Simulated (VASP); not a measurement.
Here is a VASP 6.6.1 calculation.

The input INCAR:

```
PREC = Accurate
ENCUT = 520
EDIFF = 1E-6
ISMEAR = 0
SIGMA = 0.15
LREAL = F
LASPH = T
NELM = 80
ALGO = Fast
ISIF = 2
LWAVE = F
LCHARG = T
GGA = PE
LELF = T
LVHAR = T
NBANDS = 13
```

File KPOINTS:

```
Automatic mesh
0
Gamma
  20 20 20
```

The input POSCAR:

```
W
1.0
   -1.6607766719      1.6236865766      1.6236865766
    1.6236865766     -1.6607766719      1.6236865766
    1.6236865766      1.6236865766     -1.6607766719
W
1
Direct
    0.0000000000      0.0000000000      0.0000000000
```

Potentials or basis: VASP PAW PBE potentials, release 64 (W_sv).

Launch:

```console
$ cat potpaw_PBE.64/W_sv/POTCAR > POTCAR
$ mpirun -np 1 vasp_std > vasp.out
```

(1) Estimate the pressure.

(2) Predict the band gap on the k mesh.

Answers

(1) -15.3 GPa.

(2) zero (band 7 reaches 14.76 eV, above the bottom of band 8 at 9.34 eV).

Caveat: spin-orbit coupling is left out, which moves the levels of the heavy elements.
